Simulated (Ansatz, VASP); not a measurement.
## Two plane-wave programs on CdBr6

```
Cd Br
1.0
    -4.03975    4.03975    4.03975
     4.03975   -4.03975    4.03975
     4.03975    4.03975   -4.03975
Cd Br
1 6
Direct
  0.00000 0.00000 0.00000
  0.00000 0.34451 0.34451
  0.00000 0.65549 0.65549
  0.34451 0.00000 0.34451
  0.65549 0.00000 0.65549
  0.34451 0.34451 0.00000
  0.65549 0.65549 0.00000
```

Alike in both runs: functional PBE; k mesh 4 × 4 × 4; occupations gaussian, width 0.1 eV; no spin polarisation.

Ansatz relaxed the structure, and its values are those at the end. VASP's run is a single point on that final structure, the one shown.

|  | VASP | Ansatz |
| --- | --- | --- |
| version | VASP 6.6.1 | Ansatz 0.2.0 |
| potentials or method | VASP PAW PBE potentials, release 64 (Cd, Br), cutoff 520 eV | scalar-relativistic, plane waves, PAW |
| valence electrons in the cell | 54 | 62 |

Ansatz gave:

```
gap on the k mesh at the Fermi level (eV) : none
pressure (GPa)                            : 0.0
rms of the force components (eV/Å)        : 0.001
```

Problem. Which values does VASP return?

Solution. gap on the k mesh at the Fermi level (eV): none; pressure (GPa): 0.1; rms of the force components (eV/Å): 0.013.

A gap of «none» marks a metal or a gap that the smearing closes. VASP's potentials hold 54 valence electrons a cell and Ansatz's 62, so a difference there can come from the potentials and not from the codes.
